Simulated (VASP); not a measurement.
Input of a VASP 6.6.1 run:

Contents of INCAR:

```
SYSTEM = Si2SnB3
PREC = Accurate
ENCUT = 520
EDIFF = 1E-6
ISMEAR = 0
SIGMA = 0.1
LREAL = .FALSE.
LASPH = .TRUE.
NELM = 100
ALGO = Normal
ISIF = 2
LWAVE = .FALSE.
LCHARG = .TRUE.
GGA = PE
LELF = .TRUE.
LVHAR = .TRUE.
NBANDS = 43
```

The input KPOINTS:

```
regular mesh
0
G
  6 6 6
  0 0 0
```

File POSCAR:

```
Si2SnB3
1.0
    3.4472970783     -4.1812019422      0.0000000000
    3.4472970783      4.1812019422      0.0000000000
    0.0000000000      0.0000000000      5.9559386438
Si Sn B
4 2 6
Direct
    0.0000000000      0.5000000000      0.3202707935
    0.0000000000      0.5000000000      0.7241630023
    0.5000000000      0.0000000000      0.3202707935
    0.5000000000      0.0000000000      0.7241630023
    0.0000000000      0.0000000000      0.9347813308
    0.0000000000      0.0000000000      0.4381975129
    0.6079567542      0.3920432458      0.2512906969
    0.6053634082      0.3946365918      0.7606644195
    0.3920432458      0.6079567542      0.2512906969
    0.3946365918      0.6053634082      0.7606644195
    0.5000000000      0.5000000000      0.5060111427
    0.5000000000      0.5000000000      0.0074563866
```

Potentials or basis: VASP PAW PBE potentials, release 64 (Si, Sn_d, B).

Run with:

```console
$ cat potpaw_PBE.64/Si/POTCAR potpaw_PBE.64/Sn_d/POTCAR potpaw_PBE.64/B/POTCAR > POTCAR
$ mpirun -np 1 vasp_std > vasp.out
```

Q: What does it give for the pressure?

A: -2.4 GPa.

Q: Estimate the band gap on the k mesh.

A: Zero (bands 31 and 32 overlap by 1.16 eV).

Forces on the atoms (eV/Å):
```
Si   0.000  0.000  0.011
Si   0.000  0.000 -0.008
Si   0.000  0.000  0.011
Si   0.000  0.000 -0.008
Sn   0.000  0.000 -0.002
Sn   0.000  0.000 -0.001
B    0.000 -0.004 -0.006
B    0.000 -0.004  0.006
B    0.000  0.004 -0.006
B    0.000  0.004  0.006
B    0.000  0.000  0.005
B    0.000  0.000 -0.009
```

Caveat: spin-orbit coupling is left out, which moves the levels of the heavy elements.
